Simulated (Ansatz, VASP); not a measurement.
# CsSnI3: VASP beside Ansatz

The input POSCAR:

```
CsSnI3
1.0
    6.3032917562      0.0000000000      0.0000000000
    0.0000000000      6.3032917562      0.0000000000
    0.0000000000      0.0000000000      6.3032917562
Cs Sn I
1 1 3
Direct
    0.0000000000      0.0000000000      0.0000000000
    0.5000000000      0.5000000000      0.5000000000
    0.5000000000      0.5000000000      0.0000000000
    0.5000000000      0.0000000000      0.5000000000
    0.0000000000      0.5000000000      0.5000000000
```

INCAR.step1

```
PREC = Accurate ; ENCUT = 520
ISMEAR = 0 ; SIGMA = 0.01
LREAL = F ; LASPH = T
NELM = 100 ; NBANDS = 30
GGA = PE ; ALGO = Normal
EDIFF = 1E-4 ; LWAVE = T
LCHARG = F
```

Contents of INCAR.step2:

```
PREC = Accurate ; ENCUT = 520
EDIFF = 1E-6 ; ISMEAR = 0
SIGMA = 0.01 ; LREAL = F
LASPH = T ; NELM = 100
ALGO = Normal ; ISIF = 2
LWAVE = F ; LCHARG = F
METAGGA = R2SCAN ; LMIXTAU = T
NBANDS = 30 ; ISTART = 1
```

The input KPOINTS:

```
Automatic mesh
0
Gamma
  4 4 4
```

Input for Ansatz:

```yaml
crystal:
  lattice:
    - [6.3032917562, 0.0, 0.0]
    - [0.0, 6.3032917562, 0.0]
    - [0.0, 0.0, 6.3032917562]
  atoms:
    - { symbol: Cs, position: [0.0, 0.0, 0.0] }
    - { symbol: Sn, position: [0.5, 0.5, 0.5] }
    - { symbol: I, position: [0.5, 0.5, 0.0] }
    - { symbol: I, position: [0.5, 0.0, 0.5] }
    - { symbol: I, position: [0.0, 0.5, 0.5] }
kpoints:
  mp_grid: { grid: [4, 4, 4] }
hamiltonian:
  xc: r2scan
scf:
  occupations: { method: fixed }
  n_extra_bands: 5
output:
  forces: true
  stress: true
  eigenvalues: true
```

Alike in both runs: task single point; functional r2SCAN; k mesh 4 × 4 × 4; no spin polarisation.

```csv
,VASP,Ansatz
version,VASP 6.6.1,Ansatz 0.2.0
potentials or method,"VASP PAW PBE potentials, release 64 (Cs_sv, Sn_d, I)","plane waves, PAW"
plane-wave cutoff (eV),520,500
occupations,"gaussian, width 0.01 eV",fixed
valence electrons in the cell,44,74
```

```csv
,VASP,Ansatz,Ansatz less VASP
gap on the k mesh at the Fermi level (eV),0.64,0.64,+0.001
pressure (GPa),-0.5,-0.5,+0.01
```

VASP's potentials were made for PBE, not for r2SCAN. VASP's potentials hold 44 valence electrons a cell and Ansatz's 74, so a difference there can come from the potentials and not from the codes.

Neither program's run includes spin-orbit coupling.
